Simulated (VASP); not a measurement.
# TaBiO (P4/nmm) in VASP: further runs

The runs below take TaBiO through single point, relaxation of cell and atoms, with PBE.

Everything below comes from runs of VASP 6.6.1. Logs are shortened: lines on timing, memory, paths and dates and some standing lists are left out, and cuts for length are marked.

## (1) The cell of the first run

It takes space group P4/nmm (No. 129, tetragonal). Conventional cell: a = 3.462 Å, b = 3.462 Å, c = 10.072 Å, α = 90.00°, β = 90.00°, γ = 90.00°. Within 2.8 Å of Ta (site symmetry 4mm) lie 4 O at 2.12 Å. Within 4.2 Å of Bi (site symmetry 4mm) lie 4 Ta at 3.16 Å and 4 Bi at 3.46 Å and 4 O at 3.66 Å. Within 2.8 Å of O (site symmetry -4m2) lie 4 Ta at 2.12 Å and 4 O at 2.45 Å.

## (2) Single point, PBE

File INCAR:

```
SYSTEM = TaBiO
PREC = Accurate
ENCUT = 520
EDIFF = 1E-6
ISMEAR = 0
SIGMA = 0.15
LREAL = .False.
LASPH = .True.
NELM = 100
ALGO = Normal
ISIF = 2
LWAVE = .False.
LCHARG = .True.
GGA = PE
LELF = .True.
LVHAR = .True.
NBANDS = 41
```

File KPOINTS:

```
Automatic mesh
0
Gamma
  3 3 2
  0 0 0
```

File POSCAR:

```
TaBiO
1.0
    3.4619845918      0.0000000000      0.0000000000
    0.0000000000      3.4619845918      0.0000000000
    0.0000000000      0.0000000000     10.0723276951
Ta Bi O
2 2 2
Direct
    0.0000000000      0.5000000000      0.8787751890
    0.5000000000      0.0000000000      0.1212248110
    0.5000000000      0.0000000000      0.6801249079
    0.0000000000      0.5000000000      0.3198750921
    0.5000000000      0.5000000000      0.0000000000
    0.0000000000      0.0000000000      0.0000000000
```

Potentials or basis: VASP PAW PBE potentials, release 64 (Ta_pv, Bi_d, O).

The run is started by

```
cat potpaw_PBE.64/Ta_pv/POTCAR potpaw_PBE.64/Bi_d/POTCAR potpaw_PBE.64/O/POTCAR > POTCAR
mpirun -np 1 vasp_std > vasp.out
```

OUTCAR:

```text
SYSTEM = TaBiO
   PREC = Accurate
   ENCUT = 520
   EDIFF = 1E-6
   ISMEAR = 0
   LREAL = .False.
   LASPH = .True.
   NELM = 100
   ISIF = 2
   GGA = PE

 ion  position               nearest neighbor table
   1  0.000  0.500  0.879-   5 2.12   6 2.12   6 2.12   5 2.12   3 3.16   3 3.16   3 3.16   3 3.16
                             2 3.46   2 3.46   2 3.46   2 3.46
   2  0.500  0.000  0.121-   5 2.12   6 2.12   5 2.12   6 2.12   4 3.16   4 3.16   4 3.16   4 3.16
                             1 3.46   1 3.46   1 3.46   1 3.46
   3  0.500  0.000  0.680-   1 3.16   1 3.16   1 3.16   1 3.16
   4  0.000  0.500  0.320-   2 3.16   2 3.16   2 3.16   2 3.16
   5  0.500  0.500  0.000-   1 2.12   2 2.12   2 2.12   1 2.12
   6  0.000  0.000  0.000-   1 2.12   2 2.12   1 2.12   2 2.12

  LATTYP: Found a simple tetragonal cell.
 ALAT       =     3.4619845918
 C/A-ratio  =     2.9094085857

  Lattice vectors:

 A1 = (   3.4619845918,   0.0000000000,   0.0000000000)
 A2 = (   0.0000000000,   3.4619845918,   0.0000000000)
 A3 = (   0.0000000000,   0.0000000000,  10.0723276951)

Analysis of symmetry for initial positions (statically):
=====================================================================
 Subroutine PRICEL returns:
 Original cell was already a primitive cell.

 Routine SETGRP: Setting up the symmetry group for a
 simple tetragonal supercell.

 Subroutine GETGRP returns: Found 16 space group operations
 (whereof  8 operations were pure point group operations)
 out of a pool of 16 trial point group operations.

The static configuration has the point symmetry D_2d.
 The point group associated with its full space group is D_4h.

Analysis of symmetry for dynamics (positions and initial velocities):
=====================================================================
 Subroutine PRICEL returns:
 Original cell was already a primitive cell.

 Routine SETGRP: Setting up the symmetry group for a
 simple tetragonal supercell.

 Subroutine GETGRP returns: Found 16 space group operations
 (whereof  8 operations were pure point group operations)
 out of a pool of 16 trial point group operations.

The dynamic configuration has the point symmetry D_2d.
 The point group associated with its full space group is D_4h.

 Subroutine INISYM returns: Found 16 space group operations
 (whereof  8 operations are pure point group operations),
 and found     1 'primitive' translations

----------------------------------------------------------------------------------------

                                     Primitive cell

  volume of cell :     120.7202

  direct lattice vectors                    reciprocal lattice vectors
     3.461984592  0.000000000  0.000000000     0.288851661  0.000000000  0.000000000
     0.000000000  3.461984592  0.000000000     0.000000000  0.288851661  0.000000000
     0.000000000  0.000000000 10.072327695     0.000000000  0.000000000  0.099281917

  length of vectors
     3.461984592  3.461984592 10.072327695     0.288851661  0.288851661  0.099281917

  position of ions in fractional coordinates (direct lattice)
     0.000000000  0.500000000  0.878775189
     0.500000000  0.000000000  0.121224811
     0.500000000  0.000000000  0.680124908
     0.000000000  0.500000000  0.319875092
     0.500000000  0.500000000  0.000000000
     0.000000000  0.000000000  0.000000000

  ion indices of the primitive-cell ions
   primitive index   ion index
                 1           1
                 2           2
                 3           3
                 4           4
                 5           5
                 6           6

----------------------------------------------------------------------------------------

 KPOINTS: Automatic mesh

Automatic generation of k-mesh.
 Grid dimensions read from file:
 generate k-points for:    3    3    2

 Generating k-lattice:

  Cartesian coordinates                     Fractional coordinates (reciprocal lattice)
     0.096283887  0.000000000  0.000000000     0.333333333  0.000000000  0.000000000
     0.000000000  0.096283887  0.000000000     0.000000000  0.333333333  0.000000000
     0.000000000  0.000000000  0.049640958     0.000000000  0.000000000  0.500000000

  Length of vectors
     0.096283887  0.096283887  0.049640958

  Shift w.r.t. Gamma in fractional coordinates (k-lattice)
     0.000000000  0.000000000  0.000000000

 Subroutine IBZKPT returns following result:
 ===========================================

 Found      6 irreducible k-points:

 Following reciprocal coordinates:
            Coordinates               Weight
  0.000000  0.000000  0.000000      1.000000
  0.333333  0.000000  0.000000      4.000000
  0.333333  0.333333  0.000000      4.000000
  0.000000  0.000000  0.500000      1.000000
  0.333333  0.000000  0.500000      4.000000
  0.333333  0.333333  0.500000      4.000000
   k-points           NKPTS =      6   k-points in BZ     NKDIM =      6   number of bands    NBANDS=     41
   number of dos      NEDOS =    301   number of ions     NIONS =      6
   total plane-waves  NPLWV =  62720
   dimension x,y,z NGX =    28 NGY =   28 NGZ =   80
   dimension x,y,z NGXF=    56 NGYF=   56 NGZF=  160
   ions per type =               2   2   2
   NGX,Y,Z   is equivalent  to a cutoff of  13.45, 13.45, 13.20 a.u.
   NGXF,Y,Z  is equivalent  to a cutoff of  26.89, 26.89, 26.41 a.u.
 SYSTEM =  TaBiO
   PREC   = accura    normal or accurate (medium, high low for compatibility)
   ISTART =      0    job   : 0-new  1-cont  2-samecut
   ICHARG =      2    charge: 1-file 2-atom 10-const
   ISPIN  =      1    spin polarized calculation?
   LNONCOLLINEAR =      F non collinear calculations
   LSORBIT =      F    spin-orbit coupling
   LASPH  =      T    aspherical Exc in radial PAW
   ENCUT  =  520.0 eV  38.22 Ry    6.18 a.u.   6.44  6.44 18.73*2*pi/ulx,y,z
   NELM   =    100;   NELMIN=  2; NELMDL= -5     # of ELM steps
   EDIFF  = 0.1E-05   stopping-criterion for ELM
   LREAL  =      F    real-space projection
   EDIFFG = 0.1E-04   stopping-criterion for IOM
   NSW    =      0    number of steps for IOM
   IBRION =     -1    ionic relax: 0-MD 1-quasi-New 2-CG
   NFREE  =      0    steps in history (QN), initial steepest desc. (CG)
   ISIF   =      2    stress and relaxation
   ISYM   =      2    0-nonsym 1-usesym 2-fastsym
   POTIM  = 0.5000    time-step for ionic-motion
   TEBEG  =    0.0;   TEEND  =   0.0 temperature during run
   PSTRESS=    0.0 pullay stress
   NELECT =      64.0000    total number of electrons
   NUPDOWN=      -1.0000    fix difference up-down
   EMIN   =  10.00;   EMAX   =-10.00  energy-range for DOS
   EFERMI =   0.00;   METHOD = LEGACY
   ISMEAR =     0;   SIGMA  =   0.15  broadening in eV -4-tet -1-fermi 0-gaus
   EFERMI_NEDOS =   21; number of points for ismear=-14 and -15
   IALGO  =     38    algorithm
   IMIX   =      4    mixing-type and parameters
     AMIX     =   0.40;   BMIX     =  1.00
     AMIX_MAG =   1.60;   BMIX_MAG =  1.00
  volume/ion in A,a.u.               =      20.12       135.78
  Fermi-wavevector in a.u.,A,eV,Ry     =   1.324976  2.503842 23.885875  1.755562
  Thomas-Fermi vector in A             =   2.454471
   LORBIT       =      0    0 simple, 1 ext, 2 COOP (PROOUT), +10 PAW based schemes
   GGA     = PE    functional components
   LHFCALC =     F    Hartree Fock is set to
   AEXX    =    0.0000 exact exchange contribution
   IVDW    =     0    specifies the selected vdW correction
   LEPSILON=     F    determine dielectric tensor
   LRPA    =     F    only Hartree local field effects (RPA)
 non-spin polarized calculation
 Gauss-broadening in eV      SIGMA  =   0.15
  energy-cutoff  :      520.00
  volume of cell :      120.72
 maximum number of plane-waves:      3272
 NGX is ok and might be reduce to    28
   NGX = 13   NGY = 13   NGZ = 37

 number of electron      63.9999997 magnetization

 Free energy of the ion-electron system (eV)
  ---------------------------------------------------
  ext. energy  EPLUGINS =         0.00000000
  ---------------------------------------------------
  free energy    TOTEN  =       -47.28975064 eV

  energy without entropy =      -47.18268702  energy(sigma->0) =      -47.23621883

 E-fermi :   6.8461     XC(G=0): -10.7127

 val. band max:        6.8414348903   @ k =   0.3333   0.3333   0.5000
 cond. band min:       6.9310489652   @ k =   0.0000   0.0000   0.5000
 fundamental gap:      0.0896140749
 Fermi energy:         6.8461064828

 k-point     1 :       0.0000    0.0000    0.0000
  band No.  band energies     occupation
      1     -29.3815      2.00000
      2     -29.2296      2.00000
      3     -29.2296      2.00000
      4     -29.1631      2.00000
      5     -29.1631      2.00000
      6     -29.1402      2.00000
[... 33 lines left out ...]
     40      11.3912      0.00000
     41      11.3927      0.00000

 k-point     2 :       0.3333    0.0000    0.0000
  band No.  band energies     occupation
      1     -29.4052      2.00000
      2     -29.3713      2.00000
      3     -29.2081      2.00000
      4     -29.2047      2.00000
      5     -29.1714      2.00000
      6     -29.1537      2.00000
[... 33 lines left out ...]
     40      10.3870      0.00000
     41      11.4466      0.00000

 k-point     3 :       0.3333    0.3333    0.0000
  band No.  band energies     occupation
      1     -29.4167      2.00000
      2     -29.3944      2.00000
      3     -29.2805      2.00000
      4     -29.2504      2.00000
      5     -29.2046      2.00000
      6     -29.1690      2.00000
[... 33 lines left out ...]
     40       9.5271      0.00000
     41      10.2924      0.00000

 k-point     4 :       0.0000    0.0000    0.5000
  band No.  band energies     occupation
      1     -29.3815      2.00000
      2     -29.2296      2.00000
      3     -29.2296      2.00000
      4     -29.1631      2.00000
      5     -29.1631      2.00000
      6     -29.1402      2.00000
[... 33 lines left out ...]
     40      11.0547      0.00000
     41      11.2534      0.00000

 k-point     5 :       0.3333    0.0000    0.5000
  band No.  band energies     occupation
      1     -29.4052      2.00000
      2     -29.3713      2.00000
      3     -29.2081      2.00000
      4     -29.2047      2.00000
      5     -29.1714      2.00000
      6     -29.1537      2.00000
[... 33 lines left out ...]
     40      10.6503      0.00000
     41      10.9123      0.00000

 k-point     6 :       0.3333    0.3333    0.5000
  band No.  band energies     occupation
      1     -29.4167      2.00000
      2     -29.3944      2.00000
      3     -29.2805      2.00000
      4     -29.2504      2.00000
      5     -29.2046      2.00000
      6     -29.1690      2.00000
[... 33 lines left out ...]
     40       9.9091      0.00000
     41      10.4017      0.00000

------------------------ aborting loop because EDIFF is reached ----------------------------------------

  FORCE on cell =-STRESS in cart. coord.  units (eV):
  Direction    XX          YY          ZZ          XY          YZ          ZX
  --------------------------------------------------------------------------------------
  -------------------------------------------------------------------------------------
  Total        0.0474398      0.0474398      0.4345265      0.0000000      0.0000000      0.0000000
  in kB        0.6296122      0.6296122      5.7669567      0.0000000      0.0000000      0.0000000
  external PRESSURE =       2.3420604 kB  Pullay stress =       0.0000000 kB

 VOLUME and BASIS-vectors are now :
 -----------------------------------------------------------------------------
  energy-cutoff  :      520.00
  volume of cell :      120.72
      direct lattice vectors                 reciprocal lattice vectors
     3.461984592  0.000000000  0.000000000     0.288851661  0.000000000  0.000000000
     0.000000000  3.461984592  0.000000000     0.000000000  0.288851661  0.000000000
     0.000000000  0.000000000 10.072327695     0.000000000  0.000000000  0.099281917

 POSITION                                       TOTAL-FORCE (eV/Angst)
 -----------------------------------------------------------------------------------
      0.00000      1.73099      8.85131        -0.000000     -0.000000     -0.062628
      1.73099      0.00000      1.22102         0.000000      0.000000      0.062628
      1.73099      0.00000      6.85044         0.000000     -0.000000     -0.007698
      0.00000      1.73099      3.22189         0.000000      0.000000      0.007698
      1.73099      1.73099      0.00000         0.000000     -0.000000      0.000000
      0.00000      0.00000      0.00000         0.000000      0.000000      0.000000
 -----------------------------------------------------------------------------------
    total drift:                                0.000000      0.000000      0.000000

  FREE ENERGIE OF THE ION-ELECTRON SYSTEM (eV)
  ---------------------------------------------------
  free  energy   TOTEN  =       -47.2897506377 eV

  energy  without entropy=      -47.1826870248  energy(sigma->0) =      -47.23621883
```

It took 60 s on 1 thread of Intel Xeon 8259CL, shared host; peak memory 0.25 GiB.

Results:

* Free energy: -47.2898 eV
* Pressure: 0.2 GPa
* Largest force: 0.063 eV/Å
* Band gap on the k mesh: zero (bands 32 and 33 overlap by 0.67 eV)

Forces in eV/Å, atoms in the order of the input:
```
Ta   0.000  0.000 -0.063
Ta   0.000  0.000  0.063
Bi   0.000  0.000 -0.008
Bi   0.000  0.000  0.008
O    0.000  0.000  0.000
O    0.000  0.000  0.000
```

Caveat: the k points lie up to 0.60 Å⁻¹ apart, too coarse for converged energies and pressures of a metal; spin-orbit coupling is left out, which moves the levels of the heavy elements.

## (3) Relaxation of cell and atoms, PBE

This run uses another cell than the first one, of 18.09 Å³/atom.

File INCAR:

```
PREC     = Accurate       # precision mode
ENCUT    = 600            # plane-wave cutoff, eV
EDIFF    = 1E-6           # SCF threshold, eV
ISMEAR   = 0              # smearing method
SIGMA    = 0.15           # smearing width, eV
LREAL    = False          # projectors in reciprocal space
LASPH    = True           # aspherical terms in the spheres
NELM     = 100            # most SCF steps
ALGO     = Normal         # electronic algorithm
ISIF     = 3              # what is computed and relaxed
LWAVE    = False          # write WAVECAR
LCHARG   = False          # write CHGCAR
GGA      = PE             # functional
IBRION   = 2              # ionic algorithm
NSW      = 36             # ionic steps
EDIFFG   = -0.08          # ionic threshold
```

File KPOINTS:

```
Automatic mesh
0
Gamma
  3 3 2
```

File POSCAR:

```
TaBiO
1.0
    3.7500000000      0.0000000000      0.0000000000
    0.0000000000      3.7500000000      0.0000000000
    0.0000000000      0.0000000000      7.7200000000
Ta Bi O
2 2 2
Direct
    0.0000000000      0.5000000000      0.8400000000
    0.5000000000      0.0000000000      0.1600000000
    0.5000000000      0.0000000000      0.6400000000
    0.0000000000      0.5000000000      0.3600000000
    0.5000000000      0.5000000000      0.0000000000
    0.0000000000      0.0000000000      0.0000000000
```

Potentials or basis: VASP PAW PBE potentials, release 64 (Ta_pv, Bi_d, O).

The run is started by

```
cat potpaw_PBE.64/Ta_pv/POTCAR potpaw_PBE.64/Bi_d/POTCAR potpaw_PBE.64/O/POTCAR > POTCAR
mpirun -np 1 vasp_std > vasp.out
```

Run time: 22 min. Hardware: 1 thread of Intel Xeon 8259CL, shared host; peak memory 0.26 GiB.

The run converged. Its results:

```
Free energy                           : -47.2449 eV
Relaxed volume                        : 19.79 Å³/atom
Relaxed cell                          : a = 3.465 Å, b = 3.465 Å, c = 9.890 Å, α = 90.00°, β = 90.00°, γ = 90.00°
Space group after relaxing (to 0.1 Å) : P4/nmm (No. 129)
Energy gained by relaxing             : 249.2 meV/atom
Ionic steps                           : 30
Pressure after relaxing               : -0.4 GPa
Largest force after relaxing          : 0.071 eV/Å
Band gap on the k mesh                : zero (bands 32 and 33 overlap by 0.69 eV)
```

Forces on the atoms (eV/Å):
```
Ta   0.000  0.000  0.000
Ta   0.000  0.000  0.000
Bi   0.000  0.000  0.071
Bi   0.000  0.000 -0.071
O    0.000  0.000  0.000
O    0.000  0.000  0.000
```

Stress tensor (GPa, compression positive):
```
-0.36  0.00  0.00
 0.00 -0.36  0.00
 0.00  0.00 -0.52
```

Step by step:
| step | energy change (eV) | largest force (eV/Å) | pressure (GPa) | volume (Å³) |
| --- | --- | --- | --- | --- |
| 1 | 0.0000 | 0.7502 | -5.85 | 108.56 |
| 2 | -0.0138 | 0.1413 | 10.90 | 98.47 |
| 3 | -0.1451 | 0.3601 | 1.91 | 103.19 |
| 4 | -0.3083 | 0.6401 | 2.98 | 103.39 |
| 5 | -0.7924 | 0.4559 | 6.78 | 103.37 |
| 6 | -0.2112 | 2.9799 | 23.68 | 100.73 |
| 7 | -0.9663 | 0.4769 | 11.39 | 102.86 |
| 8 | -0.8789 | 1.0014 | 15.17 | 102.26 |
| 9 | -0.9546 | 0.6301 | 13.07 | 102.61 |
| 10 | -0.9843 | 0.6014 | 12.61 | 103.03 |
| 11 | -1.0461 | 0.5405 | 11.27 | 104.30 |
| 12 | -1.0777 | 0.5626 | 9.02 | 106.75 |
| 13 | -1.1279 | 0.5526 | 7.82 | 107.38 |
| 14 | -1.2413 | 0.6252 | 4.40 | 109.27 |
| 15 | -1.3123 | 0.9107 | -1.51 | 113.06 |
| 16 | -1.3143 | 0.8137 | -0.78 | 112.52 |
| 17 | -1.3331 | 0.7082 | -0.65 | 112.63 |
| 18 | -1.3727 | 0.6176 | -0.35 | 112.93 |
| 19 | -1.3800 | 0.4103 | 0.31 | 113.49 |
| 20 | -1.3862 | 0.4864 | 0.07 | 113.31 |
| 21 | -1.3866 | 0.5097 | -0.01 | 113.24 |
| 22 | -1.3990 | 0.4576 | 0.23 | 113.27 |
| 23 | -1.4289 | 0.3039 | 0.95 | 113.35 |
| 24 | -1.4564 | 0.1060 | 2.55 | 113.49 |
| 25 | -1.4688 | 0.0235 | 1.76 | 114.32 |
| 26 | -1.4837 | 0.3516 | -0.47 | 116.81 |
| 27 | -1.4870 | 0.2970 | -0.46 | 117.12 |
| 28 | -1.4935 | 0.1317 | -0.42 | 118.03 |
| 29 | -1.4911 | 0.2036 | -0.35 | 119.87 |
| 30 | -1.4950 | 0.0714 | -0.41 | 118.73 |

Final structure:
```
Ta Bi O
1.0
     3.46486    0.00000    0.00000
     0.00000    3.46486    0.00000
     0.00000    0.00000    9.89022
Ta Bi O
2 2 2
Direct
  0.00000 0.50000 0.87626
  0.50000 0.00000 0.12374
  0.50000 0.00000 0.67389
  0.00000 0.50000 0.32611
  0.50000 0.50000 0.00000
  0.00000 0.00000 0.00000
```

Levels at points of the mesh, in eV from the Fermi level:
| k point | band 27 | band 28 | band 29 | band 30 | band 31 | band 32 | band 33 | band 34 | band 35 | band 36 |
| --- | --- | --- | --- | --- | --- | --- | --- | --- | --- | --- |
| (0.00, 0.00, 0.00) | -4.48 | -1.30 | -0.53 | -0.13 | 0.08 | 0.43 | 0.79 | 0.79 | 0.94 | 0.94 |
| (0.00, 0.00, 0.50) | -3.37 | -3.06 | -0.13 | -0.03 | 0.08 | 0.43 | 0.77 | 0.77 | 0.99 | 0.99 |

Caveat: the k points lie up to 0.60 Å⁻¹ apart in the final cell, too coarse for converged energies and pressures of a metal; a cell axis changed by over 15 % at a fixed basis, so the end point is rough; spin-orbit coupling is left out, which moves the levels of the heavy elements; the relaxation stopped at a loose force limit of 0.08 eV/Å, so its end isn't a converged minimum.

(Part 1 of 2 ends here.)
